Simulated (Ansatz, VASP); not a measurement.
# BiB: VASP beside Ansatz

The input INCAR:

```
SYSTEM = BiB
  PREC = Accurate
  ENCUT = 600
  EDIFF = 1E-6
  ISMEAR = -1
  SIGMA = 0.05
  LREAL = .FALSE.
  LASPH = .TRUE.
  NELM = 60
  ALGO = Normal
  ISIF = 3
  LWAVE = .FALSE.
  LCHARG = .FALSE.
  GGA = PE
  IBRION = 2
  NSW = 60
  EDIFFG = -0.005
```

File KPOINTS:

```
Automatic mesh
0
G
  13 13 13
  0 0 0
```

The input POSCAR:

```
BiB
1.0
    3.1309361496      0.0000000000      0.0000000000
    0.0000000000      3.1309361496      0.0000000000
    0.0000000000      0.0000000000      3.1309361496
B Bi
1 1
Direct
    0.0000000000      0.0000000000      0.0000000000
    0.5000000000      0.5000000000      0.5000000000
```

Input for Ansatz:

```yaml
crystal:
  lattice:
    - [3.1309361496, 0.0, 0.0]
    - [0.0, 3.1309361496, 0.0]
    - [0.0, 0.0, 3.1309361496]
  atoms:
    - { symbol: B, position: [0.0, 0.0, 0.0] }
    - { symbol: Bi, position: [0.5, 0.5, 0.5] }
kpoints:
  mp_grid: { grid: [13, 13, 13] }
scf:
  occupations: { method: fermi_dirac, width: 0.05 }
hamiltonian:
  xc: pbe
  pseudopotentials: { kind: paw }
output:
  forces: true
  stress: true
relax:
  f_tol: 0.005
  max_steps: 40
  cell: {}
```

Alike in both runs: task relaxation of cell and atoms; functional PBE; k mesh 13 × 13 × 13; occupations fermi-dirac, width 0.05 eV; no spin polarisation.

|  | VASP | Ansatz |
| --- | --- | --- |
| version | VASP 6.6.1 | Ansatz 0.2.0 |
| potentials or method | VASP PAW PBE potentials, release 64 (B, Bi_d) | PAW with Ansatz's default frozen-core files, scalar-relativistic |
| plane-wave cutoff (eV) | 600 | 420 |
| valence electrons in the cell | 18 | 18 |

|  | VASP | Ansatz | Ansatz less VASP |
| --- | --- | --- | --- |
| relaxed volume (Å³/atom) | 19.01 | 19.01 | -0.005 |
| relaxed cell length with the largest relative difference (Å) | 3.363 | 3.362 | -0.0003 |

Neither program's run includes spin-orbit coupling. Noted on VASP's run: the volume moved by over 15 % at a fixed basis, so the end points are rough; too few bands were computed for a metal, which touches its energy and stress.
